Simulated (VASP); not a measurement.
Set up this calculation in VASP 6.6.1, as the native input.

```
Task                   : single point
Functional             : PBE
Potentials or basis    : VASP PAW PBE potentials, release 64 (Al, As, Zn, Se)
Cutoff                 : 400 eV
k mesh                 : 9 × 9 × 2
Occupations            : gaussian, width 0.05 eV
Spin                   : no spin polarisation
Dipole correction      : no
Further INCAR settings : ALGO = Normal; EDIFF = 1e-06; NBANDS = 41
```

The structure of Al3Zn2As3Se2 (an interface model) lies in POSCAR:

```
Al3Zn2As3Se2
1.0
    4.0502457815      0.0000000000      0.0000000000
   -2.0251228907      3.5076157383      0.0000000000
    0.0000000000      0.0000000000     14.8506542792
Al As Zn Se
3 3 2 2
Direct
    0.3333333333      0.6666666667      0.0336685503
    0.6666666667      1.3333333333      0.2563531384
    1.0000000000      2.0000000000      0.4790377266
    0.6666666667      1.3333333333      0.0893396973
    1.0000000000      2.0000000000      0.3120242855
    1.3333333333      2.6666666667      0.5347088737
    1.3333333333      2.6666666667      0.7003581410
    1.6666666667      3.3333333333      0.9233720273
    1.6666666667      3.3333333333      0.7561116125
    2.0000000000      4.0000000000      0.9791254988
```

These files were run (other wordings do the same):

INCAR

```
  PREC = Accurate
  ENCUT = 400
  EDIFF = 1E-6
  ISMEAR = 0
  SIGMA = 0.05
  LREAL = False
  LASPH = True
  NELM = 120
  ALGO = Normal
  ISIF = 2
  LWAVE = False
  LCHARG = False
  GGA = PE
  NBANDS = 41
  GGA_COMPAT = False
```

KPOINTS

```
Automatic mesh
0
Gamma
  9 9 2
```

Potentials or basis: VASP PAW PBE potentials, release 64 (Al, As, Zn, Se).

The run is started by

```console
$ cat potpaw_PBE.64/Al/POTCAR potpaw_PBE.64/As/POTCAR potpaw_PBE.64/Zn/POTCAR potpaw_PBE.64/Se/POTCAR > POTCAR
$ mpirun -np 1 vasp_std > vasp.out
```

Results of the run:

```
Pressure               : 8.9 GPa
Largest force          : 3.214 eV/Å
Band gap on the k mesh : 0.65 eV (least direct gap 0.66 eV)
```

Caveat: semilocal functionals underestimate gaps, and a narrow one can read as zero.

Wall time 6.5 min on 1 thread of Intel Xeon 8259CL, on a shared host, peak memory 0.34 GiB.
